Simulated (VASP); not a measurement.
Cl:

```xyz
1
Lattice="1.7750 1.7750 1.7750 -1.7750 1.7750 1.7750 -1.7750 -1.7750 1.7750" Properties=species:S:1:pos:R:3 pbc="T T T"
Cl    0.0000    0.0000    0.0000
```

| Item | Value |
| --- | --- |
| Program | VASP 6.6.1 |
| Task | relaxation of cell and atoms |
| Functional | PBEsol |
| Potentials or basis | VASP PAW PBE potentials, release 64 (Cl) |
| Cutoff | 600 eV |
| k mesh | 7 × 7 × 7 |
| Occupations | fermi-dirac, width 0.02 eV |
| Spin | no spin polarisation |

At the start: pressure -4.7 GPa; volume 22.37 Å³/atom.

Task: How do energy, volume and symmetry change on relaxing?

Result: Over 3 steps the energy falls by 52.4 meV/atom and the volume is 19.39 Å³/atom (-13.3 %); space group Im-3m (No. 229, to 0.05 Å).

The path:
```csv
step,energy change (eV),largest force (eV/Å),pressure (GPa),volume (Å³)
1,0.0000,0.0000,-4.66,22.37
2,-0.0452,0.0000,-2.13,20.33
3,-0.0524,0.0000,-0.24,19.39
```

Final structure:
```
Cl
1.0
     1.69254    1.69254    1.69254
    -1.69254    1.69254    1.69254
    -1.69254   -1.69254    1.69254
Cl
1
Direct
  0.00000 0.00000 0.00000
```

Caveat: the PAW data sets were made with another functional, which shifts forces and pressure a little; an odd number of electrons without spin polarisation forces a metal; a magnetic or distorted state may lie lower.
